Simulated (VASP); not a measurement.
Set up this calculation in VASP 6.6.1, as the native input.

```yaml
Task: single point
Functional: PBE
Potentials_or_basis: VASP PAW PBE potentials, release 64 (Na_pv, Br, Hg)
Cutoff: 520 eV
k_mesh: 5 × 5 × 5
Occupations: fermi-dirac, width 0.1 eV
Spin: no spin polarisation
Dipole_correction: no
Further_INCAR_settings: ALGO = Normal; EDIFF = 1e-06; NBANDS = 77
```

The structure of Na2Hg3Br2 lies in POSCAR:

```
Na2Hg3Br2
1.0
   -4.5613630000      4.5613630000      4.5613630000
    4.5613630000     -4.5613630000      4.5613630000
    4.5613630000      4.5613630000     -4.5613630000
Na Br Hg
4 4 6
Direct
    0.6176262643      0.6176262643      0.6176262643
    0.5000000000      0.0000000000      0.8823737357
    0.8823737357      0.5000000000      0.0000000000
    0.0000000000      0.8823737357      0.5000000000
   -0.0548291369     -0.0548291369     -0.0548291369
    0.5000000000      0.0000000000      0.5548291369
    0.5548291369      0.5000000000      0.0000000000
    0.0000000000      0.5548291369      0.5000000000
    0.2500000000      0.4736350925      0.2236350925
    0.7500000000      1.0263649075      0.2763649075
    0.2236350925      0.2500000000      0.4736350925
    0.2763649075      0.7500000000      1.0263649075
    0.4736350925      0.2236350925      0.2500000000
    1.0263649075      0.2763649075      0.7500000000
```

The input as run:

INCAR

```
PREC = Accurate
ENCUT = 520
EDIFF = 1E-6
ISMEAR = -1
SIGMA = 0.1
LREAL = F
LASPH = T
NELM = 60
ALGO = Normal
ISIF = 2
LWAVE = F
LCHARG = T
GGA = PE
LELF = T
LVHAR = T
NBANDS = 77
```

KPOINTS

```
regular mesh
0
Gamma
  5 5 5
```

Potentials or basis: VASP PAW PBE potentials, release 64 (Na_pv, Br, Hg).

The run is started by

```sh
$ cat potpaw_PBE.64/Na_pv/POTCAR potpaw_PBE.64/Br/POTCAR potpaw_PBE.64/Hg/POTCAR > POTCAR
$ mpirun -np 1 vasp_std > vasp.out
```

It gave:

The pressure is 4.8 GPa, the largest force is 0.019 eV/Å and the band gap on the k mesh is 0.40 eV (least direct gap 1.01 eV).

Caveat: the cell stands under pressure; spin-orbit coupling is left out, which moves the levels of the heavy elements; an odd mesh through Γ misses points on the zone boundary, where band edges can lie.

Run time: 15 min on 1 thread of Intel Xeon 8259CL (shared host), peak memory 0.64 GiB.
